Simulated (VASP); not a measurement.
# Al8GeP7 (a cell with a defect) in VASP: a series of runs

The runs below take Al8GeP7 (a cell with a defect) through single point, with PBEsol, PBEsol+D3(BJ).

All numbers are computed with VASP 6.6.1; they aren't measurements. Logs are shortened: lines on timing, memory, paths and dates and some standing lists are left out, and cuts for length are marked.

## (1) The cell of the first run

The cell holds a defect, 16 atoms: a = 7.723 Å, b = 6.689 Å, c = 6.338 Å, α = 90.00°, β = 90.00°, γ = 90.00°.

## (2) Single point, PBEsol, collinear spin

Input file INCAR:

```
PREC = Accurate
ENCUT = 520
EDIFF = 1E-6
ISMEAR = -1
SIGMA = 0.05
LREAL = Auto
LASPH = T
NELM = 150
ALGO = Normal
ISIF = 2
LWAVE = F
LCHARG = F
ISPIN = 2
MAGMOM = 0 0.2 0 0 0.2 0 0.2 0.2 0 0 0 0 0 0 0 0.2
LORBIT = 11
GGA = PS
NBANDS = 54
```

Input file KPOINTS:

```
Automatic mesh
0
Gamma
  2 2 2
  0.5 0.5 0.5
```

Input file POSCAR:

```
Al8GeP7
1.0
    7.7233360000      0.0000000000      0.0000000000
    0.0000000000      6.6886060000      0.0000000000
    0.0000000000      0.0000000000      6.3379900000
Al P Ge
8 7 1
Direct
    0.0022950000      0.3296550000      0.0012540000
    0.4952330000      0.3315570000      0.0025280000
    0.2496380000      0.8298600000      0.9995130000
    0.7520460000      0.8352850000      0.9974870000
    0.2511020000      0.1676900000      0.5028360000
    0.9975500000      0.6696500000      0.5058100000
    0.7496490000      0.1650550000      0.4999870000
    0.5026220000      0.6709190000      0.4985490000
    0.0015060000      0.3338470000      0.3721030000
    0.2506510000      0.8359790000      0.3709370000
    0.7484250000      0.8361300000      0.3760240000
    0.2453970000      0.1628430000      0.8739060000
    0.0001080000      0.6640700000      0.8741830000
    0.7441330000      0.1648160000      0.8740850000
    0.5005980000      0.6700770000      0.8686940000
    0.4990430000      0.3273110000      0.3717190000
```

Potentials or basis: VASP PAW PBE potentials, release 64 (Al, P, Ge_d).

Command:

```
cat potpaw_PBE.64/Al/POTCAR potpaw_PBE.64/P/POTCAR potpaw_PBE.64/Ge_d/POTCAR > POTCAR
mpirun -np 1 vasp_std > vasp.out
```

OUTCAR:

```text
PREC = Accurate
   ENCUT = 520
   EDIFF = 1E-6
   ISMEAR = -1
   LREAL = Auto
   LASPH = T
   NELM = 150
   ISIF = 2
   ISPIN = 2
   LORBIT = 11
   GGA = PS

 ion  position               nearest neighbor table
   1  0.002  0.330  0.001-  12 2.33   9 2.35  13 2.38  14 2.42
   2  0.495  0.332  0.003-  16 2.34  14 2.37  12 2.38  15 2.42
   3  0.250  0.830  1.000-  10 2.35  13 2.36  15 2.36  12 2.37
   4  0.752  0.835  0.997-  14 2.34  13 2.36  15 2.38  11 2.40
   5  0.251  0.168  0.503-  16 2.34  12 2.35  10 2.37   9 2.37
   6  0.998  0.670  0.506-  13 2.34  11 2.37   9 2.40  10 2.41
[... 8 lines left out ...]
  15  0.501  0.670  0.869-   8 2.35   3 2.36   4 2.38   2 2.42
  16  0.499  0.327  0.372-   2 2.34   5 2.34   7 2.36   8 2.43

  LATTYP: Found a simple orthorhombic cell.
 ALAT       =     6.3379900000
 B/A-ratio  =     1.0553197465
 C/A-ratio  =     1.2185781297

  Lattice vectors:

 A1 = (   0.0000000000,   0.0000000000,  -6.3379900000)
 A2 = (   0.0000000000,   6.6886060000,   0.0000000000)
 A3 = (   7.7233360000,   0.0000000000,   0.0000000000)

Analysis of symmetry for initial positions (statically):
=====================================================================
 Subroutine PRICEL returns:
 Original cell was already a primitive cell.

 Routine SETGRP: Setting up the symmetry group for a
 simple orthorhombic supercell.

 Subroutine GETGRP returns: Found  1 space group operations
 (whereof  1 operations were pure point group operations)
 out of a pool of  8 trial point group operations.

The static configuration has the point symmetry C_1 .

Analysis of symmetry for dynamics (positions and initial velocities):
=====================================================================
 Subroutine PRICEL returns:
 Original cell was already a primitive cell.

 Routine SETGRP: Setting up the symmetry group for a
 simple orthorhombic supercell.

 Subroutine GETGRP returns: Found  1 space group operations
 (whereof  1 operations were pure point group operations)
 out of a pool of  8 trial point group operations.

The dynamic configuration has the point symmetry C_1 .

Analysis of structural, dynamic, and magnetic symmetry:
=====================================================================
 Subroutine PRICEL returns:
 Original cell was already a primitive cell.

 Routine SETGRP: Setting up the symmetry group for a
 simple orthorhombic supercell.

 Subroutine GETGRP returns: Found  1 space group operations
 (whereof  1 operations were pure point group operations)
 out of a pool of  8 trial point group operations.

The overall configuration has the point symmetry C_1 .

 Subroutine INISYM returns: Found  1 space group operations
 (whereof  1 operations are pure point group operations),
 and found     1 'primitive' translations

----------------------------------------------------------------------------------------

                                     Primitive cell

  volume of cell :     327.4101

  direct lattice vectors                    reciprocal lattice vectors
     7.723336000  0.000000000  0.000000000     0.129477728  0.000000000  0.000000000
     0.000000000  6.688606000  0.000000000     0.000000000  0.149507984  0.000000000
     0.000000000  0.000000000  6.337990000     0.000000000  0.000000000  0.157778728

  length of vectors
     7.723336000  6.688606000  6.337990000     0.129477728  0.149507984  0.157778728

  position of ions in fractional coordinates (direct lattice)
     0.002295000  0.329655000  0.001254000
     0.495233000  0.331557000  0.002528000
     0.249638000  0.829860000  0.999513000
     0.752046000  0.835285000  0.997487000
     0.251102000  0.167690000  0.502836000
     0.997550000  0.669650000  0.505810000
[... 8 lines left out ...]
     0.500598000  0.670077000  0.868694000
     0.499043000  0.327311000  0.371719000

  ion indices of the primitive-cell ions
   primitive index   ion index
                 1           1
[... 38 lines left out ...]
 ===========================================

 Found      4 irreducible k-points:

 Following reciprocal coordinates:
            Coordinates               Weight
  0.250000  0.250000  0.250000      2.000000
 -0.250000 -0.250000  0.250000      2.000000
 -0.250000  0.250000 -0.250000      2.000000
  0.250000 -0.250000 -0.250000      2.000000
   k-points           NKPTS =      4   k-points in BZ     NKDIM =      4   number of bands    NBANDS=     54
   number of dos      NEDOS =    301   number of ions     NIONS =     16
   total plane-waves  NPLWV = 144000
   dimension x,y,z NGX =    60 NGY =   50 NGZ =   48
   dimension x,y,z NGXF=   120 NGYF=  100 NGZF=   96
   ions per type =               8   7   1
   NGX,Y,Z   is equivalent  to a cutoff of  12.92, 12.43, 12.59 a.u.
   NGXF,Y,Z  is equivalent  to a cutoff of  25.83, 24.86, 25.18 a.u.
 SYSTEM =  unknown system
   PREC   = accura    normal or accurate (medium, high low for compatibility)
   ISTART =      0    job   : 0-new  1-cont  2-samecut
   ICHARG =      2    charge: 1-file 2-atom 10-const
   ISPIN  =      2    spin polarized calculation?
   LNONCOLLINEAR =      F non collinear calculations
   LSORBIT =      F    spin-orbit coupling
   LASPH  =      T    aspherical Exc in radial PAW
   ENCUT  =  520.0 eV  38.22 Ry    6.18 a.u.  14.36 12.44 11.78*2*pi/ulx,y,z
   NELM   =    150;   NELMIN=  2; NELMDL= -5     # of ELM steps
   EDIFF  = 0.1E-05   stopping-criterion for ELM
   LREAL  =      T    real-space projection
   EDIFFG = 0.1E-04   stopping-criterion for IOM
   NSW    =      0    number of steps for IOM
[... 5 lines left out ...]
   TEBEG  =    0.0;   TEEND  =   0.0 temperature during run
   PSTRESS=    0.0 pullay stress
   NELECT =      73.0000    total number of electrons
   NUPDOWN=      -1.0000    fix difference up-down
   EMIN   =  10.00;   EMAX   =-10.00  energy-range for DOS
   EFERMI =   0.00;   METHOD = LEGACY
   ISMEAR =    -1;   SIGMA  =   0.05  broadening in eV -4-tet -1-fermi 0-gaus
   EFERMI_NEDOS =   21; number of points for ismear=-14 and -15
   IALGO  =     38    algorithm
   IMIX   =      4    mixing-type and parameters
     AMIX     =   0.40;   BMIX     =  1.00
     AMIX_MAG =   1.60;   BMIX_MAG =  1.00
  volume/ion in A,a.u.               =      20.46       138.09
  Fermi-wavevector in a.u.,A,eV,Ry     =   0.992701  1.875933 13.407931  0.985455
  Thomas-Fermi vector in A             =   2.124531
   LORBIT       =     11    0 simple, 1 ext, 2 COOP (PROOUT), +10 PAW based schemes
   GGA     = PS    functional components
   LHFCALC =     F    Hartree Fock is set to
   AEXX    =    0.0000 exact exchange contribution
   IVDW    =     0    specifies the selected vdW correction
   LEPSILON=     F    determine dielectric tensor
   LRPA    =     F    only Hartree local field effects (RPA)
 spin polarized calculation
  energy-cutoff  :      520.00
  volume of cell :      327.41
 maximum number of plane-waves:      8814
 NGX is ok and might be reduce to    60
   NGX = 29   NGY = 25   NGZ = 23

 number of electron      73.0000008 magnetization       0.0249982

 Free energy of the ion-electron system (eV)
  ---------------------------------------------------
  ext. energy  EPLUGINS =         0.00000000
  ---------------------------------------------------
  free energy    TOTEN  =       -84.52946546 eV

  energy without entropy =      -84.44984974  energy(sigma->0) =      -84.48965760

 E-fermi :   4.4763     XC(G=0):  -9.4171

 val. band max:        4.4727983209   @ k =  -0.2500   0.2500  -0.2500
 cond. band min:       4.4793494581   @ k =  -0.2500  -0.2500   0.2500
 fundamental gap:      0.0065511372
 Fermi energy:         4.4762540311

 spin component 1

 k-point     1 :       0.2500    0.2500    0.2500
  band No.  band energies     occupation
      1     -18.2475      1.00000
      2     -18.2450      1.00000
      3     -18.2070      1.00000
      4     -18.1952      1.00000
      5     -18.1901      1.00000
      6      -6.6091      1.00000
[... 193 lines left out ...]
     47       8.7002      0.00000
     48       8.8524      0.00000
 Fermi energy:         4.4762540311

 spin component 2

 k-point     1 :       0.2500    0.2500    0.2500
  band No.  band energies     occupation
      1     -18.2463      1.00000
      2     -18.2439      1.00000
      3     -18.2063      1.00000
      4     -18.1944      1.00000
      5     -18.1894      1.00000
      6      -6.6077      1.00000
[... 193 lines left out ...]
     47       8.7015      0.00000
     48       8.8537      0.00000
 [bands above 48 left out]

------------------------ aborting loop because EDIFF is reached ----------------------------------------

  FORCE on cell =-STRESS in cart. coord.  units (eV):
  Direction    XX          YY          ZZ          XY          YZ          ZX
  --------------------------------------------------------------------------------------
  -------------------------------------------------------------------------------------
  Total        3.2129760      1.7283164      6.5617857     -0.3497372     -0.4024908     -0.3950855
  in kB       15.7226581      8.4574950     32.1100169     -1.7114346     -1.9695838     -1.9333459
  external PRESSURE =      18.7633900 kB  Pullay stress =       0.0000000 kB

 VOLUME and BASIS-vectors are now :
 -----------------------------------------------------------------------------
  energy-cutoff  :      520.00
  volume of cell :      327.41
      direct lattice vectors                 reciprocal lattice vectors
     7.723336000  0.000000000  0.000000000     0.129477728  0.000000000  0.000000000
     0.000000000  6.688606000  0.000000000     0.000000000  0.149507984  0.000000000
     0.000000000  0.000000000  6.337990000     0.000000000  0.000000000  0.157778728

 POSITION                                       TOTAL-FORCE (eV/Angst)
 -----------------------------------------------------------------------------------
      0.01773      2.20493      0.00795        -0.502481     -0.031400     -0.127268
      3.82485      2.21765      0.01602        -0.002706      0.214099     -0.901643
      1.92804      5.55061      6.33490         0.084929      0.084680     -0.077734
      5.80830      5.58689      6.32206        -0.167210     -0.161305      0.206449
      1.93935      1.12161      3.18697        -0.708646     -0.335939      0.312716
      7.70441      4.47903      3.20582         0.223826     -0.176381     -0.421928
[... 8 lines left out ...]
      3.86629      4.48188      5.50577         0.027501     -0.158915      0.259058
      3.85428      2.18925      2.35595         0.098080      0.569556      0.046737
 -----------------------------------------------------------------------------------
    total drift:                                0.003364      0.001642     -0.011778

  FREE ENERGIE OF THE ION-ELECTRON SYSTEM (eV)
  ---------------------------------------------------
  free  energy   TOTEN  =       -84.5294654599 eV

  energy  without entropy=      -84.4498497423  energy(sigma->0) =      -84.48965760

 total charge

# of ion       s       p       d       tot
------------------------------------------
    1        0.397   0.381   0.000   0.778
    2        0.409   0.389   0.000   0.799
    3        0.397   0.384   0.000   0.781
    4        0.396   0.380   0.000   0.776
    5        0.412   0.393   0.000   0.806
    6        0.398   0.375   0.000   0.773
[... 8 lines left out ...]
   15        1.014   1.564   0.000   2.578
   16        1.144   1.482   9.989  12.615
--------------------------------------------------
tot         11.480  15.532   9.989  37.002

 magnetization (x)

# of ion       s       p       d       tot
------------------------------------------
    1       -0.000   0.000   0.000   0.000
    2       -0.000   0.000   0.000   0.000
    3       -0.000   0.000   0.000   0.000
    4       -0.000   0.000   0.000   0.000
    5        0.000   0.000   0.000   0.000
    6        0.000   0.000   0.000   0.000
[... 8 lines left out ...]
   15        0.000   0.001   0.000   0.001
   16        0.000   0.004   0.000   0.004
--------------------------------------------------
tot          0.000   0.011   0.000   0.012
```

Wall time 12 min (1 thread of Intel Xeon 8259CL, shared host); peak memory 0.52 GiB.

What came out:

```
Free energy                                           : -84.5295 eV
Pressure                                              : 1.9 GPa
Largest force                                         : 0.927 eV/Å
Net moment                                            : 0.02 μB per cell
Valence electrons inside the program's atomic spheres : Al 0.78, 0.80, 0.81, 0.77 (each value once); P 2.57, 2.59, 2.58 (each value once); Ge 12.62
```

Forces in eV/Å, atoms in the order of the input:
```
Al  -0.502 -0.031 -0.127
Al  -0.003  0.214 -0.902
Al   0.085  0.085 -0.078
Al  -0.167 -0.161  0.206
Al  -0.709 -0.336  0.313
Al   0.224 -0.176 -0.422
Al   0.671  0.007  0.458
Al  -0.301  0.117  0.194
P   -0.139  0.175  0.245
P   -0.247 -0.202  0.182
P    0.378 -0.147 -0.430
P    0.135 -0.122 -0.089
P   -0.025 -0.036  0.220
P    0.474  0.204 -0.075
P    0.028 -0.159  0.259
Ge   0.098  0.570  0.047
```

Caveat: the k points lie up to 0.50 Å⁻¹ apart; the PAW data sets were made with another functional, which shifts forces and pressure a little.

## (3) Single point, PBEsol+D3(BJ), collinear spin

Input file INCAR:

```
PREC = Accurate
ENCUT = 520
EDIFF = 1E-7
ISMEAR = -1
SIGMA = 0.05
LREAL = Auto
LASPH = True
NELM = 150
ALGO = Normal
ISIF = 2
LWAVE = False
LCHARG = False
ISPIN = 2
MAGMOM = 0 0.2 0 0 0.2 0 0.2 0.2 0 0 0 0 0 0 0 0.2
LORBIT = 11
GGA = PS
IVDW = 12
NBANDS = 54
```

KPOINTS is that of step 2.

POSCAR is that of step 2.

Potentials or basis: VASP PAW PBE potentials, release 64 (Al, P, Ge_d).

Command:

```
cat potpaw_PBE.64/Al/POTCAR potpaw_PBE.64/P/POTCAR potpaw_PBE.64/Ge_d/POTCAR > POTCAR
mpirun -np 1 vasp_std > vasp.out
```

Run time: 14 min. Hardware: 1 thread of Intel Xeon 8259CL, shared host; peak memory 0.52 GiB.

The run converged. Its results:

```
Free energy                                           : -88.8207 eV
Pressure                                              : -0.2 GPa
Largest force                                         : 0.928 eV/Å
Net moment                                            : 0.00 μB per cell
Valence electrons inside the program's atomic spheres : Al 0.78, 0.80, 0.81, 0.77 (each value once); P 2.57, 2.59, 2.58 (each value once); Ge 12.62
Dispersion energy per atom                            : -0.268 eV
```

Forces in eV/Å, atoms in the order of the input:
```
Al  -0.503 -0.031 -0.130
Al  -0.002  0.215 -0.903
Al   0.083  0.084 -0.080
Al  -0.166 -0.162  0.204
Al  -0.709 -0.336  0.311
Al   0.224 -0.175 -0.423
Al   0.671  0.007  0.456
Al  -0.301  0.115  0.192
P   -0.139  0.176  0.246
P   -0.249 -0.202  0.183
P    0.380 -0.147 -0.428
P    0.134 -0.123 -0.088
P   -0.025 -0.036  0.221
P    0.476  0.203 -0.073
P    0.027 -0.158  0.261
Ge   0.098  0.570  0.049
```

Stress tensor (GPa, compression positive):
```
-0.51 -0.17 -0.19
-0.17 -1.24 -0.20
-0.19 -0.20  1.12
```

Levels at points of the mesh, in eV from the Fermi level:
Spin up:
```tsv
k point	band 33	band 34	band 35	band 36	band 37	band 38	band 39	band 40	band 41	band 42
(0.25, 0.25, 0.25)	-1.03	-0.89	-0.44	-0.22	-0.01	2.48	2.83	2.98	3.23	3.38
```
Spin down:
```tsv
k point	band 35	band 36	band 37	band 38	band 39	band 40
(0.25, 0.25, 0.25)	-0.44	-0.22	-0.01	2.48	2.83	2.98
```

Caveat: the k points lie up to 0.50 Å⁻¹ apart; the PAW data sets were made with another functional, which shifts forces and pressure a little.
